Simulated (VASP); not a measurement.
Runs of VASP 6.6.1 on In. The structure is that of space group R-3m (No. 166), or close to it. The cells are those of the table. 

| level | potentials or basis | cell | further INCAR settings | gap on the mesh (eV) | pressure (GPa) | largest force (eV/Å) |
| --- | --- | --- | --- | --- | --- | --- |
| PBEsol | VASP PAW PBE potentials, release 64 (In_d) | a = 8.259 Å, angles 22.8°, 3 atoms | ALGO = Fast; EDIFF = 1e-06; NBANDS = 26 | none | (a) | - |
| PBEsol | VASP PAW PBE potentials, release 64 (In_d) | a = 8.487 Å, angles 22.8°, 3 atoms | ALGO = Fast; EDIFF = 1e-06; NBANDS = 26 | none | -1.9 | 0.03 |
| LDA | VASP PAW LDA potentials, release 64 (In_d) | a = 8.259 Å, angles 22.8°, 3 atoms | ALGO = Fast; EDIFF = 1e-06; NBANDS = 26 | none | 0.2 | 0.01 |
| LDA | VASP PAW LDA potentials, release 64 (In_d) | a = 8.374 Å, angles 22.8°, 3 atoms | ALGO = Fast; EDIFF = 1e-06; NBANDS = 26 | none | -1.9 | 0.02 |
| PBEsol | VASP PAW PBE potentials, release 64 (In_d) | a = 8.431 Å, angles 22.8°, 3 atoms | ALGO = Fast; EDIFF = 1e-07; NBANDS = 26 | none | (b) | 0.02 |
| LDA | VASP PAW LDA potentials, release 64 (In_d) | a = 8.596 Å, angles 22.8°, 3 atoms | ALGO = Fast; EDIFF = 1e-06; NBANDS = 26 | none | -4.4 | 0.05 |
| LDA | VASP PAW LDA potentials, release 64 (In_d) | a = 8.542 Å, angles 22.8°, 3 atoms | ALGO = Fast; EDIFF = 1e-06; NBANDS = 26 | none | -3.9 | 0.04 |
| PBEsol | VASP PAW PBE potentials, release 64 (In_d) | a = 8.542 Å, angles 22.8°, 3 atoms | ALGO = Fast; EDIFF = 1e-06; NBANDS = 26 | none | -2.6 | 0.03 |

Alike in all rows: task single point; no spin polarisation; k mesh 9 × 9 × 9; cutoff (eV) 520; smearing fermi-dirac 0.05 eV.

Task: Estimate the missing entries.

Result: (a) 1.6; (b) -1.1.

Caveats: spin-orbit coupling is left out, which moves the levels of the heavy elements; the PAW data sets were made with another functional, which shifts forces and pressure a little (at least some runs); the cell stands under tension (at least some runs).

A k mesh can miss the band edges, and the runs leave out spin-orbit coupling on In.

A gap of «none» marks levels without a gap at the run's occupations.
